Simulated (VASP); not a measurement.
A run of VASP 6.6.1 is set up as follows.

Contents of INCAR:

```
PREC = Accurate
ENCUT = 520
EDIFF = 1E-7
ISMEAR = -1
SIGMA = 0.05
LREAL = False
LASPH = True
NELM = 100
ALGO = Normal
ISIF = 2
LWAVE = False
LCHARG = True
GGA = PE
LELF = True
LVHAR = True
NBANDS = 25
```

KPOINTS

```
Automatic mesh
0
Gamma
  11 11 15
```

Contents of POSCAR:

```
Ti
1.0
    3.6151791922      0.0000000000      0.0000000000
   -1.8075895961      3.1308370197      0.0000000000
    0.0000000000      0.0000000000      1.9243884661
Ti
3
Direct
    0.0000000000      0.0000000000      0.0000000000
    0.3333333333      0.6666666667      0.5000000000
    0.6666666667      0.3333333333      0.5000000000
```

Potentials or basis: VASP PAW PBE potentials, release 64 (Ti_sv).

Command:

```console
$ cat potpaw_PBE.64/Ti_sv/POTCAR > POTCAR
$ mpirun -np 1 vasp_std > vasp.out
```

Q: What does it give for the pressure?

A: 365.4 GPa.

Q: Estimate the band gap on the k mesh.

A: Zero (band 18 reaches 22.61 eV, above the bottom of band 19 at 19.83 eV).

Stress tensor (GPa, compression positive):
```
356.51   0.00   0.00
  0.00 356.51   0.00
  0.00   0.00 383.22
```
